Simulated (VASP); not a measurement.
# AlO4 (P6/mmm) in VASP: further runs

AlO4 is run at these levels: PBE; tasks: single point.

All numbers are computed with VASP 6.6.1; they aren't measurements. Logs are shortened: lines on timing, memory, paths and dates and some standing lists are left out, and cuts for length are marked.

### 1 The cell of the first run

Symmetry: P6/mmm, No. 191, hexagonal system. The conventional cell has a = 4.099 Å, b = 4.099 Å, c = 3.613 Å, α = 90.00°, β = 90.00°, γ = 120.00°. Within 2.4 Å of Al (site symmetry 6/mmm) lie 8 O at 1.81 to 2.05 Å. Within 2.8 Å of O (site symmetry mmm) lie 8 O at 2.05 to 2.73 Å and 2 Al at 2.05 Å. O (site symmetry 6/mmm) has 2 Al at 1.81 Å within 2.4 Å.

The cell was built from a structure type or drawn by symmetry, and may not be a known phase.

### 2 Single point, PBE, collinear spin, ferromagnetic start

File INCAR:

```
SYSTEM = AlO4
PREC     = Accurate       ! precision mode
ENCUT    = 520            ! plane-wave cutoff, eV
EDIFF    = 1E-6           ! SCF threshold, eV
ISMEAR   = 0              ! smearing method
SIGMA    = 0.1            ! smearing width, eV
LREAL    = .False.        ! projectors in reciprocal space
LASPH    = .True.         ! aspherical terms in the spheres
NELM     = 150            ! most SCF steps
ALGO     = Normal         ! electronic algorithm
ISIF     = 2              ! what is computed and relaxed
LWAVE    = .False.        ! write WAVECAR
LCHARG   = .True.         ! write CHGCAR
ISPIN    = 2              ! spin polarisation
MAGMOM   = 0 1 1 1 1      ! initial moments
LORBIT   = 11             ! projections on sites
GGA      = PE             ! functional
LELF     = .True.         ! ELF
LVHAR    = .True.       
NBANDS   = 26             ! bands
```

File KPOINTS:

```
Automatic mesh
0
Gamma
  6 6 4
  0 0 0
```

File POSCAR:

```
AlO4
1.0
    4.0992188706     -0.0000000029      0.0000000000
   -2.0496094328      3.5500276791      0.0000000000
    0.0000000000      0.0000000000      3.6125980301
Al O
1 4
Direct
    0.0000000000      0.0000000000      0.5531300692
    0.5000000000      0.0000000000      0.5531256473
    0.0000000000      0.5000000000      0.5531256473
    0.5000000000      0.5000000000      0.5531256473
    0.0000000000      0.0000000000      0.0531216889
```

Potentials or basis: VASP PAW PBE potentials, release 64 (Al, O).

The run is started by

```bash
$ cat potpaw_PBE.64/Al/POTCAR potpaw_PBE.64/O/POTCAR > POTCAR
$ mpirun -np 1 vasp_std > vasp.out
```

OUTCAR:

```text
SYSTEM = AlO4
   PREC = Accurate
   ENCUT = 520
   EDIFF = 1E-6
   ISMEAR = 0
   LREAL = .False.
   LASPH = .True.
   NELM = 150
   ISIF = 2
   ISPIN = 2
   LORBIT = 11
   GGA = PE

 ion  position               nearest neighbor table
   1  0.000  0.000  0.553-   5 1.81   5 1.81   2 2.05   2 2.05   4 2.05   4 2.05   3 2.05   3 2.05

   2  0.500  0.000  0.553-   1 2.05   1 2.05
   3  0.000  0.500  0.553-   1 2.05   1 2.05
   4  0.500  0.500  0.553-   1 2.05   1 2.05
   5  0.000  0.000  0.053-   1 1.81   1 1.81

  LATTYP: Found a hexagonal cell.
 ALAT       =     4.0992188706
 C/A-ratio  =     0.8812893734

  Lattice vectors:

 A1 = (   4.0992188706,  -0.0000000029,   0.0000000000)
 A2 = (  -2.0496094328,   3.5500276791,   0.0000000000)
 A3 = (   0.0000000000,   0.0000000000,   3.6125980301)

Analysis of symmetry for initial positions (statically):
=====================================================================
 Subroutine PRICEL returns:
 Original cell was already a primitive cell.

 Routine SETGRP: Setting up the symmetry group for a
 hexagonal supercell.

 Subroutine GETGRP returns: Found 12 space group operations
 (whereof 12 operations were pure point group operations)
 out of a pool of 24 trial point group operations.

The static configuration has the point symmetry C_6v.

Analysis of symmetry for dynamics (positions and initial velocities):
=====================================================================
 Subroutine PRICEL returns:
 Original cell was already a primitive cell.

 Routine SETGRP: Setting up the symmetry group for a
 hexagonal supercell.

 Subroutine GETGRP returns: Found 12 space group operations
 (whereof 12 operations were pure point group operations)
 out of a pool of 24 trial point group operations.

The dynamic configuration has the point symmetry C_6v.

Analysis of structural, dynamic, and magnetic symmetry:
=====================================================================
 Subroutine PRICEL returns:
 Original cell was already a primitive cell.

 Routine SETGRP: Setting up the symmetry group for a
 hexagonal supercell.

 Subroutine GETGRP returns: Found 12 space group operations
 (whereof 12 operations were pure point group operations)
 out of a pool of 24 trial point group operations.

The overall configuration has the point symmetry C_6v.

 Subroutine INISYM returns: Found 12 space group operations
 (whereof 12 operations are pure point group operations),
 and found     1 'primitive' translations

----------------------------------------------------------------------------------------

                                     Primitive cell

  volume of cell :      52.5718

  direct lattice vectors                    reciprocal lattice vectors
     4.099218871 -0.000000003  0.000000000     0.243948916  0.140843972  0.000000000
    -2.049609433  3.550027679  0.000000000     0.000000000  0.281687945  0.000000000
     0.000000000  0.000000000  3.612598030     0.000000000  0.000000000  0.276809097

  length of vectors
     4.099218871  4.099218871  3.612598030     0.281687945  0.281687945  0.276809097

  position of ions in fractional coordinates (direct lattice)
     0.000000000  0.000000000  0.553130069
     0.500000000  0.000000000  0.553125647
     0.000000000  0.500000000  0.553125647
     0.500000000  0.500000000  0.553125647
     0.000000000  0.000000000  0.053121689

  ion indices of the primitive-cell ions
   primitive index   ion index
                 1           1
                 2           2
                 3           3
                 4           4
                 5           5

----------------------------------------------------------------------------------------

 KPOINTS: Automatic mesh

Automatic generation of k-mesh.
 Grid dimensions read from file:
 generate k-points for:    6    6    4

 Generating k-lattice:

  Cartesian coordinates                     Fractional coordinates (reciprocal lattice)
     0.040658153  0.023473995  0.000000000     0.166666667 -0.000000000  0.000000000
     0.000000000  0.046947991  0.000000000     0.000000000  0.166666667  0.000000000
     0.000000000  0.000000000  0.069202274     0.000000000  0.000000000  0.250000000

  Length of vectors
     0.046947991  0.046947991  0.069202274

  Shift w.r.t. Gamma in fractional coordinates (k-lattice)
     0.000000000  0.000000000  0.000000000

 Subroutine IBZKPT returns following result:
 ===========================================

 Found     21 irreducible k-points:

 Following reciprocal coordinates:
            Coordinates               Weight
  0.000000  0.000000  0.000000      1.000000
  0.166667  0.000000  0.000000      6.000000
  0.333333  0.000000  0.000000      6.000000
  0.500000  0.000000  0.000000      3.000000
  0.166667  0.166667  0.000000      6.000000
  0.333333  0.166667  0.000000     12.000000
[... 13 lines left out ...]
  0.333333  0.166667  0.500000     12.000000
  0.333333  0.333333  0.500000      2.000000
   k-points           NKPTS =     21   k-points in BZ     NKDIM =     21   number of bands    NBANDS=     26
   number of dos      NEDOS =    301   number of ions     NIONS =      5
   total plane-waves  NPLWV =  25200
   dimension x,y,z NGX =    30 NGY =   30 NGZ =   28
   dimension x,y,z NGXF=    60 NGYF=   60 NGZF=   56
   ions per type =               1   4
   NGX,Y,Z   is equivalent  to a cutoff of  12.17, 12.17, 12.89 a.u.
   NGXF,Y,Z  is equivalent  to a cutoff of  24.33, 24.33, 25.77 a.u.
 SYSTEM =  AlO4
   PREC   = accura    normal or accurate (medium, high low for compatibility)
   ISTART =      0    job   : 0-new  1-cont  2-samecut
   ICHARG =      2    charge: 1-file 2-atom 10-const
   ISPIN  =      2    spin polarized calculation?
   LNONCOLLINEAR =      F non collinear calculations
   LSORBIT =      F    spin-orbit coupling
   LASPH  =      T    aspherical Exc in radial PAW
   ENCUT  =  520.0 eV  38.22 Ry    6.18 a.u.   7.62  7.62  6.72*2*pi/ulx,y,z
   NELM   =    150;   NELMIN=  2; NELMDL= -5     # of ELM steps
   EDIFF  = 0.1E-05   stopping-criterion for ELM
   LREAL  =      F    real-space projection
[... 7 lines left out ...]
   TEBEG  =    0.0;   TEEND  =   0.0 temperature during run
   PSTRESS=    0.0 pullay stress
   NELECT =      27.0000    total number of electrons
   NUPDOWN=      -1.0000    fix difference up-down
   EMIN   =  10.00;   EMAX   =-10.00  energy-range for DOS
   EFERMI =   0.00;   METHOD = LEGACY
   ISMEAR =     0;   SIGMA  =   0.10  broadening in eV -4-tet -1-fermi 0-gaus
   EFERMI_NEDOS =   21; number of points for ismear=-14 and -15
   IALGO  =     38    algorithm
   IMIX   =      4    mixing-type and parameters
     AMIX     =   0.40;   BMIX     =  1.00
     AMIX_MAG =   1.60;   BMIX_MAG =  1.00
  volume/ion in A,a.u.               =      10.51        70.95
  Fermi-wavevector in a.u.,A,eV,Ry     =   1.311028  2.477483 23.385613  1.718794
  Thomas-Fermi vector in A             =   2.441518
   LORBIT       =     11    0 simple, 1 ext, 2 COOP (PROOUT), +10 PAW based schemes
   GGA     = PE    functional components
   LHFCALC =     F    Hartree Fock is set to
   AEXX    =    0.0000 exact exchange contribution
   IVDW    =     0    specifies the selected vdW correction
   LEPSILON=     F    determine dielectric tensor
   LRPA    =     F    only Hartree local field effects (RPA)
 spin polarized calculation
 Gauss-broadening in eV      SIGMA  =   0.10
  energy-cutoff  :      520.00
  volume of cell :       52.57
 maximum number of plane-waves:      1442
   NGX = 15   NGY = 15   NGZ = 13

 number of electron      27.0000026 magnetization       1.9972750

 Free energy of the ion-electron system (eV)
  ---------------------------------------------------
  ext. energy  EPLUGINS =         0.00000000
  ---------------------------------------------------
  free energy    TOTEN  =       -25.01029058 eV

  energy without entropy =      -24.98945560  energy(sigma->0) =      -24.99987309

 E-fermi :   1.7266     XC(G=0): -10.1568

 val. band max:        1.7051355731   @ k =   0.5000   0.0000   0.0000
 cond. band min:       1.7351102149   @ k =   0.3333   0.0000   0.0000
 fundamental gap:      0.0299746418
 Fermi energy:         1.7265546790

 spin component 1

 k-point     1 :       0.0000    0.0000    0.0000
  band No.  band energies     occupation
      1     -18.7823      1.00000
      2     -15.6100      1.00000
      3     -14.3919      1.00000
      4     -14.3919      1.00000
      5      -5.1562      1.00000
      6      -4.6240      1.00000
[... 17 lines left out ...]
     24      18.8798      0.00000
     25      20.0428      0.00000
[... 536 lines left out ...]
      2     -16.8032      1.00000
      3     -15.7514      1.00000
      4     -14.7170      1.00000
      5      -5.1493      1.00000
      6      -2.4425      1.00000
[... 17 lines left out ...]
     24      19.9906      0.00000
     25      20.9981      0.00000
 Fermi energy:         1.7265546790

 spin component 2

 k-point     1 :       0.0000    0.0000    0.0000
  band No.  band energies     occupation
      1     -18.1984      1.00000
      2     -14.4325      1.00000
      3     -13.6888      1.00000
      4     -13.6888      1.00000
      5      -4.7699      1.00000
      6      -4.2704      1.00000
[... 17 lines left out ...]
     24      19.2182      0.00000
     25      20.2013      0.00000
[... 536 lines left out ...]
      2     -16.1927      1.00000
      3     -14.5462      1.00000
      4     -14.0576      1.00000
      5      -4.8305      1.00000
      6      -2.0581      1.00000
[... 17 lines left out ...]
     24      20.3490      0.00000
     25      21.2072      0.00000
 [bands above 25 left out]

------------------------ aborting loop because EDIFF is reached ----------------------------------------

  FORCE on cell =-STRESS in cart. coord.  units (eV):
  Direction    XX          YY          ZZ          XY          YZ          ZX
  --------------------------------------------------------------------------------------
  -------------------------------------------------------------------------------------
  Total       -0.0625581     -0.0625581     -0.0791655      0.0000000     -0.0000000     -0.0000000
  in kB       -1.9065213     -1.9065213     -2.4126477      0.0000000     -0.0000000     -0.0000000
  external PRESSURE =      -2.0752301 kB  Pullay stress =       0.0000000 kB

 VOLUME and BASIS-vectors are now :
 -----------------------------------------------------------------------------
  energy-cutoff  :      520.00
  volume of cell :       52.57
      direct lattice vectors                 reciprocal lattice vectors
     4.099218871 -0.000000003  0.000000000     0.243948916  0.140843972  0.000000000
    -2.049609433  3.550027679  0.000000000     0.000000000  0.281687945  0.000000000
     0.000000000  0.000000000  3.612598030     0.000000000  0.000000000  0.276809097

 POSITION                                       TOTAL-FORCE (eV/Angst)
 -----------------------------------------------------------------------------------
      0.00000      0.00000      1.99824        -0.000000     -0.000000     -0.000800
      2.04961     -0.00000      1.99822         0.000000      0.000000      0.000002
     -1.02480      1.77501      1.99822         0.000000     -0.000000      0.000002
      1.02480      1.77501      1.99822         0.000000     -0.000000      0.000002
      0.00000      0.00000      0.19191         0.000000      0.000000      0.000795
 -----------------------------------------------------------------------------------
    total drift:                               -0.000000     -0.000000      0.000168

  FREE ENERGIE OF THE ION-ELECTRON SYSTEM (eV)
  ---------------------------------------------------
  free  energy   TOTEN  =       -25.0102905793 eV

  energy  without entropy=      -24.9894555984  energy(sigma->0) =      -24.99987309

 total charge

# of ion       s       p       d       tot
------------------------------------------
    1        0.280   0.359   0.000   0.639
    2        1.632   3.137   0.000   4.770
    3        1.632   3.137   0.000   4.770
    4        1.632   3.137   0.000   4.770
    5        1.578   3.385   0.000   4.963
--------------------------------------------------
tot          6.755  13.156   0.000  19.910

 magnetization (x)

# of ion       s       p       d       tot
------------------------------------------
    1       -0.007  -0.010   0.000  -0.017
    2        0.005   0.348   0.000   0.353
    3        0.005   0.348   0.000   0.353
    4        0.005   0.348   0.000   0.353
    5        0.009   0.649   0.000   0.658
--------------------------------------------------
tot          0.018   1.684   0.000   1.701
```

It took 36 s on 1 thread of Intel Xeon 6975P-C (Granite Rapids), shared host; peak memory 0.19 GiB.

What came out:

- Free energy: -25.0103 eV
- Pressure: -0.2 GPa
- Net moment: 2.00 μB per cell
- Site moments: Al -0.02; O +0.35, +0.66 (each value once) μB
- Valence electrons inside the program's atomic spheres: Al 0.64; O 4.77, 4.96 (each value once)

Caveat: the k points lie up to 0.43 Å⁻¹ apart.

### 3 Single point, PBE, collinear spin, ferromagnetic start

File INCAR:

```
SYSTEM = AlO4
PREC = Accurate
ENCUT = 520
EDIFF = 1E-6
ISMEAR = 0
SIGMA = 0.1
LREAL = .FALSE.
LASPH = .TRUE.
NELM = 150
ALGO = Normal
ISIF = 2
LWAVE = .FALSE.
LCHARG = .FALSE.
ISPIN = 2
MAGMOM = 0 0.49 0.49 0.49 0.49
LORBIT = 11
GGA = PE
NBANDS = 26
```

File KPOINTS:

```
Automatic mesh
0
G
  6 6 6
  0 0 0
```

File POSCAR:

```
AlO4
1.0
    4.0992188706      0.0000000000      0.0000000000
   -2.0496094353      3.5500276776      0.0000000000
    0.0000000000      0.0000000000      3.6125980301
Al O
1 4
Direct
    0.0000000000      0.0000000000      0.5000000000
    0.5000000000      0.0000000000      0.5000000000
    0.0000000000      0.5000000000      0.5000000000
    0.5000000000      0.5000000000      0.5000000000
    0.0000000000      0.0000000000      0.0000000000
```

Potentials or basis: VASP PAW PBE potentials, release 64 (Al, O).

The run is started by

```bash
$ cat potpaw_PBE.64/Al/POTCAR potpaw_PBE.64/O/POTCAR > POTCAR
$ mpirun -np 1 vasp_std > vasp.out
```

It took 42 s on 1 thread of Intel Xeon 6975P-C (Granite Rapids), shared host; peak memory 0.2 GiB.

The run converged. Its results:

| Property | Result |
| --- | --- |
| Free energy | -25.0150 eV |
| Pressure | 0.1 GPa |
| Net moment | 1.93 μB per cell |
| Site moments | Al -0.02; O +0.34, +0.65 (each value once) μB |
| Valence electrons inside the program's atomic spheres | Al 0.64; O 4.77, 4.96 (each value once) |

Stress tensor (GPa, compression positive):
```
-0.01  0.00  0.00
 0.00 -0.01  0.00
 0.00  0.00  0.39
```

Levels at points of the mesh, in eV from the Fermi level:
Spin up:
| k point | band 12 | band 13 | band 14 | band 15 | band 16 | band 17 | band 18 | band 19 |
| --- | --- | --- | --- | --- | --- | --- | --- | --- |
| (0.00, 0.00, 0.00) | -0.98 | -0.98 | 0.49 | 2.05 | 2.05 | 6.21 | 9.15 | 14.37 |
| (0.50, 0.00, 0.00) | -1.66 | -1.61 | -1.25 | -1.08 | 1.77 | 9.61 | 11.35 | 12.29 |
| (0.00, 0.00, 0.50) | -1.25 | -1.25 | 0.50 | 2.02 | 2.02 | 8.89 | 11.34 | 14.79 |
| (0.50, 0.00, 0.50) | -2.13 | -1.64 | -0.84 | -0.57 | 1.78 | 11.18 | 12.10 | 12.35 |
Spin down:
| k point | band 9 | band 10 | band 11 | band 12 | band 13 | band 14 | band 15 | band 16 | band 17 | band 18 |
| --- | --- | --- | --- | --- | --- | --- | --- | --- | --- | --- |
| (0.00, 0.00, 0.00) | -1.41 | 0.00 | 0.00 | 0.11 | 0.11 | 0.91 | 2.59 | 2.59 | 6.38 | 9.32 |
| (0.50, 0.00, 0.00) | -2.09 | -2.00 | -1.21 | -0.82 | -0.62 | -0.01 | 0.07 | 2.29 | 9.85 | 11.84 |
| (0.00, 0.00, 0.50) | -3.29 | -0.73 | -0.73 | -0.19 | -0.19 | 0.92 | 2.56 | 2.56 | 9.06 | 11.88 |
| (0.50, 0.00, 0.50) | -2.05 | -1.67 | -1.59 | -1.46 | -1.16 | 0.63 | 0.75 | 2.30 | 11.24 | 12.30 |
